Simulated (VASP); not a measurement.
The system is Mg3CdS4.

```
Mg Cd S
1.0
     5.31349    0.00000    0.00000
     0.00000    5.31349    0.00000
     0.00000    0.00000    5.31349
Mg Cd S
3 1 4
Direct
  0.50000 0.00000 0.50000
  0.50000 0.50000 0.00000
  0.00000 0.50000 0.50000
  0.00000 0.00000 0.00000
  0.00000 0.50000 0.00000
  0.50000 0.50000 0.50000
  0.00000 0.00000 0.50000
  0.50000 0.00000 0.00000
```

Base run:

```yaml
Program: VASP 6.6.1
Functional: PBE
Potentials_or_basis: VASP PAW PBE potentials, release 64 (Mg, Cd, S)
Cutoff: 520 eV
k_mesh: 8 × 8 × 8
Occupations: gaussian, width 0.02 eV
Spin: no spin polarisation
```

Its results: band gap on the k mesh 0.51 eV (least direct gap 1.21 eV); pressure -0.1 GPa.

The run is repeated on the same cell with these changes: functional from PBE to r2SCAN; further incar settings from ALGO = Normal; EDIFF = 1e-07; NBANDS = 31 to ALGO = Normal; EDIFF = 1e-06; NBANDS = 31. What comes out?

Band gap on the k mesh 1.02 eV (least direct gap 1.74 eV); pressure -1.5 GPa.

Caveats: the PAW data sets were made with another functional, which shifts forces and pressure a little (at least some runs).

A k mesh can miss the band edges.
